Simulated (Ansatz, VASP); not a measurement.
## Two plane-wave programs on GaGeO

```xyz
3
Lattice="3.0279 0.0000 0.0000 0.0000 3.0279 0.0000 0.0000 0.0000 5.3345" Properties=species:S:1:pos:R:3 pbc="T T T"
Ga    1.5139    1.5139    2.6672
Ge    1.5139    1.5139    0.0000
O     0.0000    0.0000    0.0000
```

Change from the starting cell: species swapped into the TbCoC type (Pmmm, No. 47).

Alike in both runs: functional PBE; k mesh 16 × 16 × 10; occupations gaussian, width 0.1 eV; no spin polarisation.

Ansatz relaxed the structure, and its values are those at the end. VASP's run is a single point on that final structure, the one shown.

|  | VASP | Ansatz |
| --- | --- | --- |
| version | VASP 6.6.1 | Ansatz 0.2.0 |
| potentials or method | VASP PAW PBE potentials, release 64 (Ga_d, Ge_d, O), cutoff 520 eV | scalar-relativistic, plane waves, PAW |
| valence electrons in the cell | 33 | 33 |

```tsv
	VASP	Ansatz	Ansatz less VASP
gap on the k mesh at the Fermi level (eV)	none	none	-
pressure (GPa)	0.2	0.0	-0.15
```

A gap of «none» marks a metal or a gap that the smearing closes. The functional is the same, so the differences come from potentials, cutoffs and numerics.
